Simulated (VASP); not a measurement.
Write the native input for VASP 6.6.1 that does the following.

| Quantity | Value |
| --- | --- |
| Task | relaxation of the atoms |
| Functional | LDA |
| Potentials or basis | VASP PAW LDA potentials, release 64 (Te, Cd, Zn) |
| Cutoff | 520 eV |
| k mesh | 6 × 6 × 1 |
| Occupations | gaussian, width 0.05 eV |
| Spin | no spin polarisation |
| Dipole correction | yes |
| Atoms held fixed (from 0) | [0, 1, 2, 3] |
| Further INCAR settings | ALGO = Normal; EDIFF = 1e-06; IBRION = 2; EDIFFG = -0.025; NSW = 36 |
| Atoms held along some axes (from 0) | atom 4 along a and b |

The structure of ZnCd2Te2 lies in POSCAR:

```
ZnCd2Te2
1.0
    4.5325544674      0.0000000000      0.0000000000
   -2.2662772337      3.9253073128      0.0000000000
    0.0000000000      0.0000000000     19.8672286441
Te Cd Zn
2 2 1
Selective dynamics
Direct
    0.0000000000      0.0000000000      0.2013365866  F F F
    0.3333333333      0.6666666667      0.3964595968  F F F
    0.3333333333      0.6666666667      0.2479059306  F F F
    0.6666666667      0.3333333333      0.4211573136  F F F
    1.0000000000      1.0000000000      0.4768708172  F F T
```

The input as run:

INCAR

```
  PREC = Accurate
  ENCUT = 520
  EDIFF = 1E-6
  ISMEAR = 0
  SIGMA = 0.05
  LREAL = False
  LASPH = True
  NELM = 100
  ALGO = Normal
  ISIF = 2
  LWAVE = False
  LCHARG = False
  LDIPOL = True
  IDIPOL = 3
  DIPOL = 0.5 0.5 0.349
  IBRION = 2
  NSW = 36
  EDIFFG = -0.025
```

KPOINTS

```
regular mesh
0
Gamma
  6 6 1
```

Potentials or basis: VASP PAW LDA potentials, release 64 (Te, Cd, Zn).

The run is started by

```bash
$ cat potpaw_LDA.64/Te/POTCAR potpaw_LDA.64/Cd/POTCAR potpaw_LDA.64/Zn/POTCAR > POTCAR
$ mpirun -np 1 vasp_std > vasp.out
```

Results of the run:

| Property | Result |
| --- | --- |
| Energy gained by relaxing | 71.5 meV/atom |
| Ionic steps | 6 |
| Band gap on the k mesh | zero (filled and empty bands touch) |

Caveat: spin-orbit coupling is left out, which moves the levels of the heavy elements.

It took 11 min on 1 thread of Intel Xeon 8259CL (shared host), peak memory 0.41 GiB.
